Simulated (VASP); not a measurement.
BN: dielectric tensor with r2SCAN

Crystal: BN.

```
B N
1.0
     0.00000    1.80483    1.87702
     1.80483    0.00000    1.87702
     1.80483    1.80483    0.00000
B N
1 1
Direct
  0.00000 0.00000 0.00000
  0.25000 0.25000 0.25000
```

This cell differs from its parent crystal: uniaxial z strain +4.0%.

```json
{"Program": "VASP 6.6.1", "Task": "dielectric tensor", "Functional": "r2SCAN", "Potentials or basis": "VASP PAW PBE potentials, release 64 (B, N)", "Cutoff": "520 eV", "k mesh": "10 × 10 × 10", "Occupations": "gaussian, width 0.01 eV", "Spin": "no spin polarisation", "Dipole correction": "no", "Further INCAR settings": "ALGO = Normal; EDIFF = 1e-08"}
```

```json
{
 "Band gap on the k mesh": "4.58 eV (least direct gap 9.14 eV)",
 "Electronic dielectric tensor (diagonal)": "4.51, 4.51, 4.70",
 "Born charges (mean of the diagonal)": "B +2.05; N -2.05 e"
}
```

Levels at points of the mesh, in eV from the valence-band top:
```csv
k point,band 2,band 3,band 4,band 5,band 6,band 7
"(0.00, 0.00, 0.00)",-0.41,0.00,0.00,9.14,9.14,9.42
"(0.50, 0.00, 0.00)",-10.89,-2.40,-1.77,9.75,11.34,11.35
"(0.50, 0.50, 0.00)",-9.60,-4.70,-4.70,5.26,10.10,18.48
"(0.50, 0.00, 0.50)",-9.04,-5.24,-5.22,4.58,9.17,18.24
```

Electronic dielectric tensor:
```
4.51 0.00 0.00
0.00 4.51 0.00
0.00 0.00 4.70
```

Born effective charge tensors (e):
atom 1, B
```
2.01 0.00 0.00
0.00 2.01 0.00
0.00 0.00 2.13
```
atom 2, N
```
-2.01  0.00  0.00
 0.00 -2.01  0.00
 0.00  0.00 -2.13
```

Dipole moments of the cell (e·Å, modulo the quantum): ionic 4.512, 4.512, 4.693; electronic 0.003, 0.003, 0.005

Wall time 21 min on 1 thread of Intel(R) Xeon(R) Platinum 8488C (Sapphire Rapids), with other jobs on the host, peak memory 0.32 GiB.

Caveat: the cell differs from its parent crystal (uniaxial z strain +4.0%). A k mesh can miss the band edges.
